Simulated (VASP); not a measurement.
# Se (P6/mmm) in VASP: further runs, part 2 of 3

VASP 6.6.1. Earlier steps stand in the parts before.

### Step 4. Relaxation of cell and atoms, PBE

INCAR reads:

```
  ALGO = Normal
  EDIFF = 1E-7
  EDIFFG = -0.04
  ENCUT = 600
  GGA = PE
  IBRION = 2
  ISIF = 3
  ISMEAR = 0
  LASPH = True
  LCHARG = False
  LREAL = False
  LWAVE = False
  NELM = 60
  NSW = 90
  PREC = Accurate
  SIGMA = 0.1
```

KPOINTS reads:

```
k-points
0
Gamma
  6 6 4
```

POSCAR reads:

```
Se
1.0
    4.0972913000      0.0000000000      0.0000000000
   -2.0486456500      3.5483583500      0.0000000000
    0.0000000000      0.0000000000      4.2616348300
Se
2
Direct
    0.3333333300      0.6666666700      0.0000000000
    0.6666666700      0.3333333300      0.0000000000
```

Potentials or basis: VASP PAW PBE potentials, release 64 (Se).

The run is started by

```sh
$ cat potpaw_PBE.64/Se/POTCAR > POTCAR
$ mpirun -np 1 vasp_std > vasp.out
```

OUTCAR:

```text
EDIFF = 1E-7
   EDIFFG = -0.04
   ENCUT = 600
   GGA = PE
   IBRION = 2
   ISIF = 3
   ISMEAR = 0
   LASPH = True
   LREAL = False
   NELM = 60
   NSW = 90
   PREC = Accurate

 ion  position               nearest neighbor table
   1  0.333  0.667  0.000-   2 2.37   2 2.37   2 2.37
   2  0.667  0.333  0.000-   1 2.37   1 2.37   1 2.37

  LATTYP: Found a hexagonal cell.
 ALAT       =     4.0972913000
 C/A-ratio  =     1.0401102870

  Lattice vectors:

 A1 = (   4.0972913000,   0.0000000000,   0.0000000000)
 A2 = (  -2.0486456500,   3.5483583500,   0.0000000000)
 A3 = (   0.0000000000,   0.0000000000,   4.2616348300)

Analysis of symmetry for initial positions (statically):
=====================================================================
 Subroutine PRICEL returns:
 Original cell was already a primitive cell.

 Routine SETGRP: Setting up the symmetry group for a
 hexagonal supercell.

 Subroutine GETGRP returns: Found 24 space group operations
 (whereof 24 operations were pure point group operations)
 out of a pool of 24 trial point group operations.

The static configuration has the point symmetry D_6h.

Analysis of symmetry for dynamics (positions and initial velocities):
=====================================================================
 Subroutine PRICEL returns:
 Original cell was already a primitive cell.

 Routine SETGRP: Setting up the symmetry group for a
 hexagonal supercell.

 Subroutine GETGRP returns: Found 24 space group operations
 (whereof 24 operations were pure point group operations)
 out of a pool of 24 trial point group operations.

The dynamic configuration has the point symmetry D_6h.

 Subroutine INISYM returns: Found 24 space group operations
 (whereof 24 operations are pure point group operations),
 and found     1 'primitive' translations

----------------------------------------------------------------------------------------

                                     Primitive cell

  volume of cell :      61.9585
[... 115 lines left out ...]
   LRPA    =     F    only Hartree local field effects (RPA)
 conjugate gradient relaxation of ions
 non-spin polarized calculation
 Gauss-broadening in eV      SIGMA  =   0.10
  energy-cutoff  :      600.00
  volume of cell :       61.96
 maximum number of plane-waves:      2099
 NGX is ok and might be reduce to    36
   NGX = 17   NGY = 17   NGZ = 17

--------------------------------------- Ionic step        1  -------------------------------------------

 number of electron      11.9999999 magnetization

 Free energy of the ion-electron system (eV)
  ---------------------------------------------------
  ext. energy  EPLUGINS =         0.00000000
  ---------------------------------------------------
  free energy    TOTEN  =        -5.44871756 eV

  energy without entropy =       -5.43327961  energy(sigma->0) =       -5.44099858

------------------------ aborting loop because EDIFF is reached ----------------------------------------

  FORCE on cell =-STRESS in cart. coord.  units (eV):
  Direction    XX          YY          ZZ          XY          YZ          ZX
  --------------------------------------------------------------------------------------
  -------------------------------------------------------------------------------------
  Total        7.8397685      7.8397685      0.0645915      0.0000000      0.0000000     -0.0000000
  in kB      202.7277833    202.7277830      1.6702647      0.0000000      0.0000000     -0.0000000
  external PRESSURE =     135.7086103 kB  Pullay stress =       0.0000000 kB
[... 23 lines left out ...]
--------------------------------------- Ionic step        2  -------------------------------------------

 number of electron      11.9999999 magnetization

 E-fermi :  -0.4553     XC(G=0):  -6.7582

 val. band max:       -0.4724052360   @ k =   0.1667   0.1667   0.0000
 cond. band min:      -0.4337286881   @ k =   0.3333   0.1667   0.2500
 fundamental gap:      0.0386765479
 Fermi energy:        -0.4552984469

 k-point     1 :       0.0000    0.0000    0.0000
  band No.  band energies     occupation
      1     -14.3769      2.00000
      2     -11.0934      2.00000
      3      -4.0953      2.00000
      4      -4.0953      2.00000
      5      -2.3467      2.00000
      6      -0.2905      0.01975
      7      -0.2905      0.01975
      8       0.3677      0.00000
      9       3.7996      0.00000
     10       6.5560      0.00000
[... 329 lines left out ...]
--------------------------------------- Ionic step        4  -------------------------------------------

 number of electron      11.9999997 magnetization

 Free energy of the ion-electron system (eV)
  ---------------------------------------------------
  ext. energy  EPLUGINS =         0.00000000
  ---------------------------------------------------
  free energy    TOTEN  =        -6.04409503 eV

  energy without entropy =       -6.02503346  energy(sigma->0) =       -6.03456425

 E-fermi :   0.9470     XC(G=0):  -7.3565

 val. band max:        0.9068894880   @ k =   0.0000   0.0000   0.0000
 cond. band min:       0.9690446710   @ k =   0.1667   0.1667   0.2500
 fundamental gap:      0.0621551830
 Fermi energy:         0.9469696639

 k-point     1 :       0.0000    0.0000    0.0000
  band No.  band energies     occupation
      1     -14.4718      2.00000
      2      -9.1735      2.00000
      3      -3.8356      2.00000
      4      -3.8356      2.00000
      5      -2.1240      2.00000
      6       0.9069      1.42917
      7       0.9069      1.42916
      8       2.0175      0.00000
      9       4.5475      0.00000
     10       7.6273      0.00000
[... 287 lines left out ...]
  FREE ENERGIE OF THE ION-ELECTRON SYSTEM (eV)
  ---------------------------------------------------
  free  energy   TOTEN  =        -6.0440950332 eV

  energy  without entropy=       -6.0250334642  energy(sigma->0) =       -6.03456425

 reached required accuracy - stopping structural energy minimisation
```

OSZICAR:

```text
N       E                     dE             d eps       ncg     rms          rms(c)
DAV:   1     0.663175218640E+02    0.66318E+02   -0.55295E+03   420   0.110E+03
DAV:   2    -0.973397082505E+00   -0.67291E+02   -0.64053E+02   594   0.163E+02
DAV:   3    -0.549539664460E+01   -0.45220E+01   -0.44443E+01   538   0.487E+01
[... 38 lines left out ...]
DAV:   2    -0.604421460657E+01    0.40648E-03   -0.51061E-04   430   0.166E-01    0.638E-02
DAV:   3    -0.604409329449E+01    0.12131E-03   -0.31148E-04   432   0.107E-01    0.140E-02
DAV:   4    -0.604409432322E+01   -0.10287E-05   -0.44038E-06   438   0.167E-02    0.768E-03
DAV:   5    -0.604409500555E+01   -0.68232E-06   -0.76510E-07   430   0.707E-03    0.202E-03
DAV:   6    -0.604409503324E+01   -0.27693E-07   -0.67234E-08   320   0.213E-03
   4 F= -.60440950E+01 E0= -.60345642E+01  d E =-.595377E+00
```

CONTCAR:

```text
Se
   1.00000000000000
     4.4597355798852600    0.0000000000000000   -0.0000000000000000
    -2.2298677899426300    3.8622443031722273   -0.0000000000000000
    -0.0000000000000000    0.0000000000000000    4.2647407672818129
  Se
     2
Direct
     0.3333333300000021    0.6666666699999979    0.0000000000000000
     0.6666666699999979    0.3333333300000021    0.0000000000000000

  0.00000000E+00  0.00000000E+00  0.00000000E+00
  0.00000000E+00  0.00000000E+00  0.00000000E+00
```

Run time: 22 s. Hardware: 1 thread of Intel Xeon 6975P-C (Granite Rapids), shared host; peak memory 0.21 GiB.

Results:

```
Free energy                           : -6.0441 eV
Relaxed volume                        : 36.73 Å³/atom
Relaxed cell                          : a = 4.460 Å, b = 4.460 Å, c = 4.265 Å, α = 90.00°, β = 90.00°, γ = 120.00°
Space group after relaxing (to 0.1 Å) : P6/mmm (No. 191)
Energy gained by relaxing             : 297.7 meV/atom
Ionic steps                           : 4
Pressure after relaxing               : -0.1 GPa
Band gap on the k mesh                : zero (bands 6 and 7 overlap by 0.97 eV)
```

The path:
| step | energy change (eV) | largest force (eV/Å) | pressure (GPa) | volume (Å³) |
| --- | --- | --- | --- | --- |
| 1 | 0.0000 | 0.0000 | 13.57 | 61.96 |
| 2 | -0.1810 | 0.0000 | -4.98 | 87.74 |
| 3 | -0.5949 | 0.0000 | -0.30 | 73.74 |
| 4 | -0.5954 | 0.0000 | -0.11 | 73.46 |

Final structure:
```yaml
crystal:
  lattice:
    - [4.45974, 0.00000, 0.00000]
    - [-2.22987, 3.86224, 0.00000]
    - [0.00000, 0.00000, 4.26474]
  atoms:
    - { symbol: Se, position: [0.33333, 0.66667, 0.00000] }
    - { symbol: Se, position: [0.66667, 0.33333, 0.00000] }
```

Caveat: the k points lie up to 0.37 Å⁻¹ apart in the final cell, too coarse for converged energies and pressures of a metal; the volume moved by over 15 % at a fixed basis, so the end points are rough; this functional lacks dispersion, which binds layers or chains, so the pressure and a relaxed spacing across them are unreliable.

[end of part 2 of 3]

The gap in the log of VASP goes by the Fermi energy; the results here count the filled bands.